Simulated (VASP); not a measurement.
Here is a VASP 6.6.1 calculation.

Contents of INCAR:

```
PREC = Accurate ; ENCUT = 500
EDIFF = 1E-6 ; ISMEAR = 0
SIGMA = 0.1 ; LREAL = False
LASPH = True ; NELM = 120
ALGO = Normal ; ISIF = 2
LWAVE = False ; LCHARG = False
GGA = PE ; NBANDS = 19
GGA_COMPAT = False
```

File KPOINTS:

```
Automatic mesh
0
Gamma
  14 14 14
```

File POSCAR:

```
InB3
1.0
    3.5840087699      0.0000000000      0.0000000000
    0.0000000000      3.5840087699      0.0000000000
    0.0000000000      0.0000000000      3.5840087699
In B
1 3
Direct
    0.0000000000      0.0000000000      0.0000000000
    0.0000000000      0.5000000000      0.5000000000
    0.5000000000      0.0000000000      0.5000000000
    0.5000000000      0.5000000000      0.0000000000
```

Potentials or basis: VASP PAW PBE potentials, release 64 (In_d, B).

Run with:

```sh
$ cat potpaw_PBE.64/In_d/POTCAR potpaw_PBE.64/B/POTCAR > POTCAR
$ mpirun -np 1 vasp_std > vasp.out
```

(1) What does it give for the band gap on the k mesh?

(2) Predict the pressure.

## Answers

(1) zero (bands 11 and 12 overlap by 6.10 eV).

(2) 0.0 GPa.

Caveat: spin-orbit coupling is left out, which moves the levels of the heavy elements.
